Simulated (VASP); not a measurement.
# Cd (P6_3/mmc) in VASP: a series of runs, part 2 of 2

VASP 6.6.1.

**3. Single point, PBEsol**

This run uses another cell than the first one, of 18.47 Å³/atom.

File INCAR:

```
PREC = Accurate
ENCUT = 500
EDIFF = 1E-6
ISMEAR = -1
SIGMA = 0.1
LREAL = False
LASPH = True
NELM = 120
ALGO = Normal
ISIF = 2
LWAVE = False
LCHARG = True
GGA = PS
LELF = True
LVHAR = True
NBANDS = 19
GGA_COMPAT = False
```

File KPOINTS:

```
regular mesh
0
Gamma
  18 18 8
```

File POSCAR:

```
Cd
1.0
    2.9007026480      0.0000000000      0.0000000000
   -1.4503513240      2.5120821820      0.0000000000
    0.0000000000      0.0000000000      5.0685441011
Cd
2
Direct
    0.3333333333      0.6666666667      0.2500000000
    0.6666666667      0.3333333333      0.7500000000
```

Potentials or basis: VASP PAW PBE potentials, release 64 (Cd).

On the command line:

```sh
> cat potpaw_PBE.64/Cd/POTCAR > POTCAR
> mpirun -np 1 vasp_std > vasp.out
```

Wall time 43 s (1 thread of Intel Xeon 6975P-C (Granite Rapids), shared host); peak memory 0.22 GiB.

Results (log left out):

- Free energy: -2.2574 eV
- Pressure: 10.7 GPa
- Band gap on the k mesh: zero (bands 12 and 13 overlap by 3.47 eV)

Stress tensor (GPa, compression positive):
```
10.78  0.00  0.00
 0.00 10.78  0.00
 0.00  0.00 10.51
```

Levels at points of the mesh, in eV from the Fermi level:
```
           k point  band 9  band 10  band 11  band 12  band 13  band 14  band 15  band 16
(0.00, 0.00, 0.00)   -9.22    -8.71    -8.71    -3.64    -2.09    13.52    14.23    15.09
(0.50, 0.00, 0.00)   -8.50    -8.45    -3.21    -2.40     2.59     3.10     4.31     5.80
(0.00, 0.00, 0.50)   -8.91    -8.91    -8.34    -8.34     5.48     5.48    14.60    14.60
(0.50, 0.00, 0.50)   -8.47    -8.47    -2.29    -2.29     0.10     0.10     9.68     9.68
```

Caveat: the cell stands under pressure; the PAW data sets were made with another functional, which shifts forces and pressure a little.

**4. Single point, PBEsol**

This run uses another cell than the first one, of 19.06 Å³/atom.

File INCAR:

```
SYSTEM = Cd
PREC = Accurate ; ENCUT = 500
EDIFF = 1E-6 ; ISMEAR = -1
SIGMA = 0.1 ; LREAL = .FALSE.
LASPH = .TRUE. ; NELM = 120
ALGO = Normal ; ISIF = 2
LWAVE = .FALSE. ; LCHARG = .FALSE.
GGA = PS ; NBANDS = 19
GGA_COMPAT = .FALSE.
```

File KPOINTS:

```
Automatic mesh
0
G
  18 18 8
  0 0 0
```

File POSCAR:

```
Cd
1.0
    2.9079723057      0.0000000000      0.0000000000
   -1.4539861529      2.5183778902      0.0000000000
    0.0000000000      0.0000000000      5.2042293152
Cd
2
Direct
    0.3333333333      0.6666666667      0.2500000000
    0.6666666667      0.3333333333      0.7500000000
```

Potentials or basis: VASP PAW PBE potentials, release 64 (Cd).

On the command line:

```sh
> cat potpaw_PBE.64/Cd/POTCAR > POTCAR
> mpirun -np 1 vasp_std > vasp.out
```

OUTCAR:

```text
SYSTEM = Cd
   PREC = Accurate
   ENCUT = 500
   EDIFF = 1E-6
   ISMEAR = -1
   LREAL = .FALSE.
   LASPH = .TRUE.
   NELM = 120
   ISIF = 2
   GGA = PS

 ion  position               nearest neighbor table
   1  0.333  0.667  0.250-   2 3.10   2 3.10   2 3.10   2 3.10   2 3.10   2 3.10
   2  0.667  0.333  0.750-   1 3.10   1 3.10   1 3.10   1 3.10   1 3.10   1 3.10

  LATTYP: Found a hexagonal cell.
 ALAT       =     2.9079723057
 C/A-ratio  =     1.7896419801

  Lattice vectors:

[... 716 lines left out ...]

------------------------ aborting loop because EDIFF is reached ----------------------------------------

  FORCE on cell =-STRESS in cart. coord.  units (eV):
  Direction    XX          YY          ZZ          XY          YZ          ZX
  --------------------------------------------------------------------------------------
  -------------------------------------------------------------------------------------
  Total        1.8281237      1.8281237      1.7673094     -0.0000000      0.0000000      0.0000000
  in kB       76.8508323     76.8508323     74.2943145     -0.0000000      0.0000000      0.0000000
  external PRESSURE =      75.9986597 kB  Pullay stress =       0.0000000 kB

 VOLUME and BASIS-vectors are now :
 -----------------------------------------------------------------------------
  energy-cutoff  :      500.00
  volume of cell :       38.11
      direct lattice vectors                 reciprocal lattice vectors
     2.907972306  0.000000000  0.000000000     0.343882230  0.198540498  0.000000000
    -1.453986153  2.518377890  0.000000000     0.000000000  0.397080996  0.000000000
     0.000000000  0.000000000  5.204229315     0.000000000  0.000000000  0.192151410

 POSITION                                       TOTAL-FORCE (eV/Angst)
 -----------------------------------------------------------------------------------
     -0.00000      1.67892      1.30106        -0.000000      0.000000      0.000000
      1.45399      0.83946      3.90317         0.000000      0.000000      0.000000
 -----------------------------------------------------------------------------------
    total drift:                               -0.000000      0.000000      0.000000

  FREE ENERGIE OF THE ION-ELECTRON SYSTEM (eV)
  ---------------------------------------------------
  free  energy   TOTEN  =        -2.3237021618 eV

  energy  without entropy=       -2.3082013059  energy(sigma->0) =       -2.31595173
```

OSZICAR:

```text
N       E                     dE             d eps       ncg     rms          rms(c)
DAV:   1     0.176559693710E+03    0.17656E+03   -0.13078E+04  7054   0.127E+03
DAV:   2     0.129599223540E+01   -0.17526E+03   -0.16932E+03  7300   0.337E+02
DAV:   3    -0.253561257524E+01   -0.38316E+01   -0.38242E+01  7971   0.575E+01
DAV:   4    -0.254219959728E+01   -0.65870E-02   -0.65866E-02  7736   0.222E+00
DAV:   5    -0.254221781444E+01   -0.18217E-04   -0.18217E-04  7793   0.117E-01    0.617E+00
DAV:   6    -0.234234563388E+01    0.19987E+00   -0.43195E-01  7722   0.854E+00    0.462E+00
DAV:   7    -0.232579112689E+01    0.16555E-01   -0.41535E-02  7842   0.207E+00    0.214E+00
DAV:   8    -0.232367275648E+01    0.21184E-02   -0.46763E-03  7365   0.874E-01    0.120E-01
DAV:   9    -0.232368330453E+01   -0.10548E-04   -0.11738E-05  8139   0.395E-02    0.518E-02
DAV:  10    -0.232370217637E+01   -0.18872E-04   -0.10820E-05  7631   0.345E-02    0.446E-03
DAV:  11    -0.232370216180E+01    0.14574E-07   -0.21726E-07  4037   0.542E-03
   1 F= -.23237022E+01 E0= -.23159517E+01  d E =-.155009E-01
```

Wall time 40 s (1 thread of Intel Xeon 6975P-C (Granite Rapids), shared host); peak memory 0.23 GiB.

Results:

```yaml
Free_energy: -2.3237 eV
Pressure: 7.6 GPa
Band_gap_on_the_k_mesh: zero (bands 12 and 13 overlap by 3.72 eV)
```

Caveat: the cell stands under pressure; the PAW data sets were made with another functional, which shifts forces and pressure a little.

**5. Summary**

| cell | gap on the mesh (eV) | pressure (GPa) |
| --- | --- | --- |
| a = 2.890, b = 2.890, c = 4.891 Å, angles 90.0, 90.0, 120.0°, 2 atoms | none | 15.8 |
| a = 2.901, b = 2.901, c = 5.069 Å, angles 90.0, 90.0, 120.0°, 2 atoms | none | 10.7 |
| a = 2.908, b = 2.908, c = 5.204 Å, angles 90.0, 90.0, 120.0°, 2 atoms | none | 7.6 |

Alike in all rows: task single point; level PBEsol; potentials or basis VASP PAW PBE potentials, release 64 (Cd); no spin polarisation; k mesh 18 × 18 × 8; cutoff (eV) 500; smearing fermi-dirac 0.1 eV.

Caveats: the cell stands under pressure; the PAW data sets were made with another functional, which shifts forces and pressure a little.

Total energies depend on the potentials used, so only differences within one code and one set of settings carry meaning.
